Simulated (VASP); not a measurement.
# MnS (Fm-3m) in VASP: a series of runs

The runs below take MnS through single point, with PBE.

All numbers are computed with VASP 6.6.1; they aren't measurements. Logs are shortened: lines on timing, memory, paths and dates and some standing lists are left out, and cuts for length are marked.

## 1. The cell of the first run

It takes space group Fm-3m (No. 225, cubic). The conventional cell has a = 4.878 Å, b = 4.878 Å, c = 4.878 Å, α = 90.00°, β = 90.00°, γ = 90.00°. Mn (site symmetry m-3m) has 6 S at 2.44 Å within 3.2 Å. S (site symmetry m-3m) has 6 Mn at 2.44 Å within 3.2 Å.

## 2. Single point, PBE, collinear spin, ferromagnetic start

INCAR reads:

```
SYSTEM = MnS
PREC = Accurate
ENCUT = 520
EDIFF = 1E-7
ISMEAR = -1
SIGMA = 0.05
LREAL = .False.
LASPH = .True.
NELM = 150
ALGO = Normal
ISIF = 2
LWAVE = .False.
LCHARG = .True.
ISPIN = 2
MAGMOM = 4 0
LORBIT = 11
LMAXMIX = 4
GGA = PE
LELF = .True.
LVHAR = .True.
NBANDS = 20
```

KPOINTS reads:

```
Automatic mesh
0
Gamma
  7 7 7
  0 0 0
```

POSCAR reads:

```
MnS
1.0
    0.0000000000      2.4389710333      2.4389710333
    2.4389710333      0.0000000000      2.4389710333
    2.4389710333      2.4389710333      0.0000000000
Mn S
1 1
Direct
    0.0000000000      0.0000000000      0.0000000000
    0.5000000000      0.5000000000      0.5000000000
```

Potentials or basis: VASP PAW PBE potentials, release 64 (Mn_pv, S).

Command:

```console
$ cat potpaw_PBE.64/Mn_pv/POTCAR potpaw_PBE.64/S/POTCAR > POTCAR
$ mpirun -np 1 vasp_std > vasp.out
```

OUTCAR:

```text
SYSTEM = MnS
   PREC = Accurate
   ENCUT = 520
   EDIFF = 1E-7
   ISMEAR = -1
   LREAL = .False.
   LASPH = .True.
   NELM = 150
   ISIF = 2
   ISPIN = 2
   LORBIT = 11
   GGA = PE

 ion  position               nearest neighbor table
   1  0.000  0.000  0.000-   2 2.44   2 2.44   2 2.44   2 2.44   2 2.44   2 2.44
   2  0.500  0.500  0.500-   1 2.44   1 2.44   1 2.44   1 2.44   1 2.44   1 2.44

  LATTYP: Found a face centered cubic cell.
 ALAT       =     4.8779420666

  Lattice vectors:

 A1 = (   0.0000000000,   2.4389710333,   2.4389710333)
 A2 = (   2.4389710333,   0.0000000000,   2.4389710333)
 A3 = (   2.4389710333,   2.4389710333,   0.0000000000)

Analysis of symmetry for initial positions (statically):
=====================================================================
 Subroutine PRICEL returns:
 Original cell was already a primitive cell.

 Routine SETGRP: Setting up the symmetry group for a
 face centered cubic supercell.

 Subroutine GETGRP returns: Found 48 space group operations
 (whereof 48 operations were pure point group operations)
 out of a pool of 48 trial point group operations.

The static configuration has the point symmetry O_h .

Analysis of symmetry for dynamics (positions and initial velocities):
=====================================================================
 Subroutine PRICEL returns:
 Original cell was already a primitive cell.

 Routine SETGRP: Setting up the symmetry group for a
 face centered cubic supercell.

 Subroutine GETGRP returns: Found 48 space group operations
 (whereof 48 operations were pure point group operations)
 out of a pool of 48 trial point group operations.

The dynamic configuration has the point symmetry O_h .

Analysis of structural, dynamic, and magnetic symmetry:
=====================================================================
 Subroutine PRICEL returns:
 Original cell was already a primitive cell.

 Routine SETGRP: Setting up the symmetry group for a
 face centered cubic supercell.

 Subroutine GETGRP returns: Found 48 space group operations
 (whereof 48 operations were pure point group operations)
 out of a pool of 48 trial point group operations.

The overall configuration has the point symmetry O_h .

 Subroutine INISYM returns: Found 48 space group operations
 (whereof 48 operations are pure point group operations),
 and found     1 'primitive' translations

[... 110 lines left out ...]
  volume/ion in A,a.u.               =      14.51        97.91
  Fermi-wavevector in a.u.,A,eV,Ry     =   1.421596  2.686426 27.496475  2.020934
  Thomas-Fermi vector in A             =   2.542389
   LORBIT       =     11    0 simple, 1 ext, 2 COOP (PROOUT), +10 PAW based schemes
   GGA     = PE    functional components
   LHFCALC =     F    Hartree Fock is set to
   AEXX    =    0.0000 exact exchange contribution
   IVDW    =     0    specifies the selected vdW correction
   LEPSILON=     F    determine dielectric tensor
   LRPA    =     F    only Hartree local field effects (RPA)
 spin polarized calculation
  energy-cutoff  :      520.00
  volume of cell :       29.02
 maximum number of plane-waves:       801
 NGX is ok and might be reduce to    28
   NGX = 13   NGY = 13   NGZ = 13

 number of electron      19.0000003 magnetization       4.0739997

 Free energy of the ion-electron system (eV)
  ---------------------------------------------------
  ext. energy  EPLUGINS =         0.00000000
  ---------------------------------------------------
  free energy    TOTEN  =       -13.97156007 eV

  energy without entropy =      -13.96161085  energy(sigma->0) =      -13.96658546

 E-fermi :   8.9469     XC(G=0): -11.6614

 val. band max:        8.8781019746   @ k =   0.1429   0.1429   0.0000
 cond. band min:       8.9753017402   @ k =  -0.4286   0.2857   0.0000
 fundamental gap:      0.0971997656
 Fermi energy:         8.9469179748

 spin component 1

 k-point     1 :       0.0000    0.0000    0.0000
  band No.  band energies     occupation
      1     -41.3958      1.00000
      2     -41.3958      1.00000
      3     -41.3958      1.00000
      4      -7.0425      1.00000
      5       5.5433      1.00000
      6       5.5433      1.00000
[... 436 lines left out ...]
      6       2.4911      1.00000
[... 12 lines left out ...]
     19      26.2094      0.00000
     20      27.6263      0.00000
 Fermi energy:         8.9469179748

 spin component 2

 k-point     1 :       0.0000    0.0000    0.0000
  band No.  band energies     occupation
      1     -37.4241      1.00000
      2     -37.4241      1.00000
      3     -37.4241      1.00000
      4      -6.7741      1.00000
      5       7.0886      1.00000
      6       7.0886      1.00000
[... 449 lines left out ...]
     19      26.6778      0.00000
     20      28.1904      0.00000

------------------------ aborting loop because EDIFF is reached ----------------------------------------

  FORCE on cell =-STRESS in cart. coord.  units (eV):
  Direction    XX          YY          ZZ          XY          YZ          ZX
  --------------------------------------------------------------------------------------
  -------------------------------------------------------------------------------------
  Total        1.8170681      1.8170681      1.8170681      0.0000000     -0.0000000      0.0000000
  in kB      100.3302449    100.3302449    100.3302449      0.0000000     -0.0000000      0.0000000
  external PRESSURE =     100.3302449 kB  Pullay stress =       0.0000000 kB

 VOLUME and BASIS-vectors are now :
 -----------------------------------------------------------------------------
  energy-cutoff  :      520.00
  volume of cell :       29.02
      direct lattice vectors                 reciprocal lattice vectors
     0.000000000  2.438971033  2.438971033    -0.205004485  0.205004485  0.205004485
     2.438971033  0.000000000  2.438971033     0.205004485 -0.205004485  0.205004485
     2.438971033  2.438971033  0.000000000     0.205004485  0.205004485 -0.205004485

 POSITION                                       TOTAL-FORCE (eV/Angst)
 -----------------------------------------------------------------------------------
      0.00000      0.00000      0.00000        -0.000000      0.000000      0.000000
      2.43897      2.43897      2.43897         0.000000      0.000000     -0.000000
 -----------------------------------------------------------------------------------
    total drift:                               -0.000000      0.000000      0.000000

  FREE ENERGIE OF THE ION-ELECTRON SYSTEM (eV)
  ---------------------------------------------------
  free  energy   TOTEN  =       -13.9715600680 eV

  energy  without entropy=      -13.9616108525  energy(sigma->0) =      -13.96658546

 total charge

# of ion       s       p       d       tot
------------------------------------------
    1        0.255   6.231   5.051  11.537
    2        1.328   2.437   0.000   3.765
--------------------------------------------------
tot          1.583   8.668   5.051  15.302

 magnetization (x)

# of ion       s       p       d       tot
------------------------------------------
    1        0.057   0.046   3.661   3.764
    2        0.026   0.036   0.000   0.062
--------------------------------------------------
tot          0.083   0.082   3.661   3.826
```

stdout:

```text
POSCAR found type information on POSCAR MnS
 POSCAR found :  2 types and       2 ions
 scaLAPACK will be used
 LDA part: xc-table for (Slater+PW92), standard interpolation
 POSCAR, INCAR and KPOINTS ok, starting setup
 FFT: planning ... GRIDC
 FFT: planning ... GRID_SOFT
 FFT: planning ... GRID
 WAVECAR not read
 entering main loop
```

Run time: 74 s. Hardware: 1 thread of Intel Xeon 8259CL, shared host; peak memory 0.18 GiB.

Results:

```
Free energy                                           : -13.9716 eV
Pressure                                              : 10.0 GPa
Net moment                                            : 4.07 μB per cell
Site moments                                          : Mn +3.76; S +0.06 μB
Valence electrons inside the program's atomic spheres : Mn 11.54; S 3.77
```

Caveat: the cell stands under pressure; a cell with one magnetic atom can't hold antiferromagnetic order, which such compounds often take; semilocal functionals often make such compounds metallic where correlation or magnetic order opens a gap, which also shifts bond lengths. With open d or f shells a metallic result of PBE can be an artefact of self-interaction; +U or a hybrid may open a gap.

## 3. Single point, PBE, collinear spin, ferromagnetic start

This run uses another cell than the first one, of 15.40 Å³/atom.

INCAR reads:

```
SYSTEM = MnS
ALGO = Normal
EDIFF = 1E-6
ENCUT = 520
GGA = PE
ISIF = 2
ISMEAR = -1
ISPIN = 2
LASPH = .TRUE.
LCHARG = .FALSE.
LMAXMIX = 4
LORBIT = 11
LREAL = .FALSE.
LWAVE = .FALSE.
MAGMOM = 4 0
NBANDS = 20
NELM = 150
PREC = Accurate
SIGMA = 0.05
```

KPOINTS reads:

```
k-points
0
G
  7 7 7
  0 0 0
```

POSCAR reads:

```
MnS
1.0
    0.0000000000      2.4881664841      2.4881664841
    2.4881664841      0.0000000000      2.4881664841
    2.4881664841      2.4881664841      0.0000000000
Mn S
1 1
Direct
    0.0000000000      0.0000000000      0.0000000000
    0.5000000000      0.5000000000      0.5000000000
```

Potentials or basis: VASP PAW PBE potentials, release 64 (Mn_pv, S).

Command:

```console
$ cat potpaw_PBE.64/Mn_pv/POTCAR potpaw_PBE.64/S/POTCAR > POTCAR
$ mpirun -np 1 vasp_std > vasp.out
```

OUTCAR:

```text
SYSTEM = MnS
   EDIFF = 1E-6
   ENCUT = 520
   GGA = PE
   ISIF = 2
   ISMEAR = -1
   ISPIN = 2
   LASPH = .TRUE.
   LORBIT = 11
   LREAL = .FALSE.
   NELM = 150
   PREC = Accurate

 ion  position               nearest neighbor table
   1  0.000  0.000  0.000-   2 2.49   2 2.49   2 2.49   2 2.49   2 2.49   2 2.49
   2  0.500  0.500  0.500-   1 2.49   1 2.49   1 2.49   1 2.49   1 2.49   1 2.49

  LATTYP: Found a face centered cubic cell.
 ALAT       =     4.9763329682

  Lattice vectors:

 A1 = (   0.0000000000,   2.4881664841,   2.4881664841)
 A2 = (   2.4881664841,   0.0000000000,   2.4881664841)
 A3 = (   2.4881664841,   2.4881664841,   0.0000000000)

Analysis of symmetry for initial positions (statically):
=====================================================================
 Subroutine PRICEL returns:
 Original cell was already a primitive cell.

 Routine SETGRP: Setting up the symmetry group for a
 face centered cubic supercell.

 Subroutine GETGRP returns: Found 48 space group operations
 (whereof 48 operations were pure point group operations)
 out of a pool of 48 trial point group operations.

The static configuration has the point symmetry O_h .

Analysis of symmetry for dynamics (positions and initial velocities):
=====================================================================
 Subroutine PRICEL returns:
 Original cell was already a primitive cell.

 Routine SETGRP: Setting up the symmetry group for a
 face centered cubic supercell.

 Subroutine GETGRP returns: Found 48 space group operations
 (whereof 48 operations were pure point group operations)
 out of a pool of 48 trial point group operations.

The dynamic configuration has the point symmetry O_h .

Analysis of structural, dynamic, and magnetic symmetry:
=====================================================================
 Subroutine PRICEL returns:
 Original cell was already a primitive cell.

 Routine SETGRP: Setting up the symmetry group for a
 face centered cubic supercell.

 Subroutine GETGRP returns: Found 48 space group operations
 (whereof 48 operations were pure point group operations)
 out of a pool of 48 trial point group operations.

The overall configuration has the point symmetry O_h .

 Subroutine INISYM returns: Found 48 space group operations
 (whereof 48 operations are pure point group operations),
 and found     1 'primitive' translations

----------------------------------------------------------------------------------------

                                     Primitive cell

  volume of cell :      30.8083

  direct lattice vectors                    reciprocal lattice vectors
     0.000000000  2.488166484  2.488166484    -0.200951184  0.200951184  0.200951184
     2.488166484  0.000000000  2.488166484     0.200951184 -0.200951184  0.200951184
     2.488166484  2.488166484  0.000000000     0.200951184  0.200951184 -0.200951184

  length of vectors
     3.518798787  3.518798787  3.518798787     0.348057660  0.348057660  0.348057660

  position of ions in fractional coordinates (direct lattice)
     0.000000000  0.000000000  0.000000000
     0.500000000  0.500000000  0.500000000

[... 61 lines left out ...]
 SYSTEM =  MnS
   PREC   = accura    normal or accurate (medium, high low for compatibility)
   ISTART =      0    job   : 0-new  1-cont  2-samecut
   ICHARG =      2    charge: 1-file 2-atom 10-const
   ISPIN  =      2    spin polarized calculation?
   LNONCOLLINEAR =      F non collinear calculations
   LSORBIT =      F    spin-orbit coupling
   LASPH  =      T    aspherical Exc in radial PAW
   ENCUT  =  520.0 eV  38.22 Ry    6.18 a.u.   6.54  6.54  6.54*2*pi/ulx,y,z
   NELM   =    150;   NELMIN=  2; NELMDL= -5     # of ELM steps
   EDIFF  = 0.1E-05   stopping-criterion for ELM
   LREAL  =      F    real-space projection
   EDIFFG = 0.1E-04   stopping-criterion for IOM
   NSW    =      0    number of steps for IOM
   IBRION =     -1    ionic relax: 0-MD 1-quasi-New 2-CG
   NFREE  =      0    steps in history (QN), initial steepest desc. (CG)
   ISIF   =      2    stress and relaxation
   ISYM   =      2    0-nonsym 1-usesym 2-fastsym
   POTIM  = 0.5000    time-step for ionic-motion
   TEBEG  =    0.0;   TEEND  =   0.0 temperature during run
   PSTRESS=    0.0 pullay stress
   NELECT =      19.0000    total number of electrons
   NUPDOWN=      -1.0000    fix difference up-down
   EMIN   =  10.00;   EMAX   =-10.00  energy-range for DOS
   EFERMI =   0.00;   METHOD = LEGACY
   ISMEAR =    -1;   SIGMA  =   0.05  broadening in eV -4-tet -1-fermi 0-gaus
   EFERMI_NEDOS =   21; number of points for ismear=-14 and -15
   IALGO  =     38    algorithm
   IMIX   =      4    mixing-type and parameters
     AMIX     =   0.40;   BMIX     =  1.00
     AMIX_MAG =   1.60;   BMIX_MAG =  1.00
  volume/ion in A,a.u.               =      15.40       103.95
  Fermi-wavevector in a.u.,A,eV,Ry     =   1.393488  2.633311 26.419916  1.941809
  Thomas-Fermi vector in A             =   2.517129
   LORBIT       =     11    0 simple, 1 ext, 2 COOP (PROOUT), +10 PAW based schemes
   GGA     = PE    functional components
   LHFCALC =     F    Hartree Fock is set to
   AEXX    =    0.0000 exact exchange contribution
   IVDW    =     0    specifies the selected vdW correction
   LEPSILON=     F    determine dielectric tensor
   LRPA    =     F    only Hartree local field effects (RPA)
 spin polarized calculation
  energy-cutoff  :      520.00
  volume of cell :       30.81
 maximum number of plane-waves:       869
 NGX is ok and might be reduce to    28
   NGX = 13   NGY = 13   NGZ = 13

 number of electron      18.9999990 magnetization       4.2837214

 Free energy of the ion-electron system (eV)
  ---------------------------------------------------
  ext. energy  EPLUGINS =         0.00000000
  ---------------------------------------------------
  free energy    TOTEN  =       -14.05119655 eV

  energy without entropy =      -14.03933361  energy(sigma->0) =      -14.04526508

 E-fermi :   8.2444     XC(G=0): -11.3458

 val. band max:        8.2334853039   @ k =   0.4286   0.2857   0.1429
 cond. band min:       8.2445992997   @ k =   0.4286   0.2857   0.1429
 fundamental gap:      0.0111139957
 Fermi energy:         8.2443816968

 spin component 1

 k-point     1 :       0.0000    0.0000    0.0000
  band No.  band energies     occupation
      1     -42.2486      1.00000
      2     -42.2486      1.00000
      3     -42.2486      1.00000
      4      -7.3339      1.00000
      5       4.8251      1.00000
      6       4.8251      1.00000
[... 436 lines left out ...]
      6       2.0774      1.00000
[... 12 lines left out ...]
     19      24.8493      0.00000
     20      26.2635      0.00000
 Fermi energy:         8.2443816968

 spin component 2

 k-point     1 :       0.0000    0.0000    0.0000
  band No.  band energies     occupation
      1     -38.0867      1.00000
      2     -38.0866      1.00000
      3     -38.0866      1.00000
      4      -7.0584      1.00000
      5       6.3963      1.00000
      6       6.3963      1.00000
[... 449 lines left out ...]
     19      25.3569      0.00000
     20      26.8519      0.00000

------------------------ aborting loop because EDIFF is reached ----------------------------------------

  FORCE on cell =-STRESS in cart. coord.  units (eV):
  Direction    XX          YY          ZZ          XY          YZ          ZX
  --------------------------------------------------------------------------------------
  -------------------------------------------------------------------------------------
  Total        0.9615724      0.9615724      0.9615724     -0.0000000     -0.0000000     -0.0000000
  in kB       50.0062483     50.0062483     50.0062483     -0.0000000     -0.0000000     -0.0000000
  external PRESSURE =      50.0062483 kB  Pullay stress =       0.0000000 kB

 VOLUME and BASIS-vectors are now :
 -----------------------------------------------------------------------------
  energy-cutoff  :      520.00
  volume of cell :       30.81
      direct lattice vectors                 reciprocal lattice vectors
     0.000000000  2.488166484  2.488166484    -0.200951184  0.200951184  0.200951184
     2.488166484  0.000000000  2.488166484     0.200951184 -0.200951184  0.200951184
     2.488166484  2.488166484  0.000000000     0.200951184  0.200951184 -0.200951184

 POSITION                                       TOTAL-FORCE (eV/Angst)
 -----------------------------------------------------------------------------------
      0.00000      0.00000      0.00000        -0.000000      0.000000      0.000000
      2.48817      2.48817      2.48817         0.000000     -0.000000     -0.000000
 -----------------------------------------------------------------------------------
    total drift:                               -0.000000      0.000000      0.000000

  FREE ENERGIE OF THE ION-ELECTRON SYSTEM (eV)
  ---------------------------------------------------
  free  energy   TOTEN  =       -14.0511965548 eV

  energy  without entropy=      -14.0393336142  energy(sigma->0) =      -14.04526508

 total charge

# of ion       s       p       d       tot
------------------------------------------
    1        0.241   6.208   5.006  11.455
    2        1.328   2.425   0.000   3.753
--------------------------------------------------
tot          1.569   8.633   5.006  15.208

 magnetization (x)

# of ion       s       p       d       tot
------------------------------------------
    1        0.055   0.044   3.834   3.933
    2        0.027   0.047   0.000   0.074
--------------------------------------------------
tot          0.082   0.091   3.834   4.007
```

It took 66 s on 1 thread of Intel Xeon 8259CL, shared host; peak memory 0.18 GiB.

Results:

```yaml
Free_energy: -14.0512 eV
Pressure: 5.0 GPa
Net_moment: 4.28 μB per cell
Site_moments: Mn +3.93; S +0.07 μB
Valence_electrons_inside_the_program's_atomic_spheres: Mn 11.46; S 3.75
```

Caveat: the cell stands under pressure; a cell with one magnetic atom can't hold antiferromagnetic order, which such compounds often take; semilocal functionals often make such compounds metallic where correlation or magnetic order opens a gap, which also shifts bond lengths. With open d or f shells a metallic result of PBE can be an artefact of self-interaction; +U or a hybrid may open a gap.
